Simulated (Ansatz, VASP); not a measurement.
# One calculation of RbP2O5, two programs

```
CELL_PARAMETERS angstrom
5.43127 0.00000 0.00000
-2.71564 4.70362 0.00000
0.00000 0.00000 5.72716
ATOMIC_POSITIONS crystal
Rb 0.00000 0.00000 0.96108
P 0.33333 0.66667 0.44098
P 0.66667 0.33333 0.44098
O 0.33333 0.66667 0.18077
O 0.00000 0.50000 0.55537
O 0.50000 0.50000 0.55537
O 0.50000 0.00000 0.55537
O 0.66667 0.33333 0.18077
```

Alike in both runs: functional PBE; k mesh 12 × 12 × 8; occupations gaussian, width 0.1 eV; no spin polarisation.

Ansatz relaxed the structure, and its values are those at the end. VASP's run is a single point on that final structure, the one shown.

|  | VASP | Ansatz |
| --- | --- | --- |
| version | VASP 6.6.1 | Ansatz 0.2.0 |
| potentials or method | VASP PAW PBE potentials, release 64 (Rb_sv, P, O), cutoff 520 eV | scalar-relativistic, plane waves, PAW |
| valence electrons in the cell | 49 | 49 |

|  | VASP | Ansatz | Ansatz less VASP |
| --- | --- | --- | --- |
| gap on the k mesh at the Fermi level (eV) | none | none | - |
| pressure (GPa) | -0.3 | 0.0 | +0.33 |
| rms of the force components (eV/Å) | 0.019 | 0.001 | -0.0180 |

A gap of «none» marks a metal or a gap that the smearing closes. With one functional, cell and mesh, what is left measures potentials, basis and numerics.
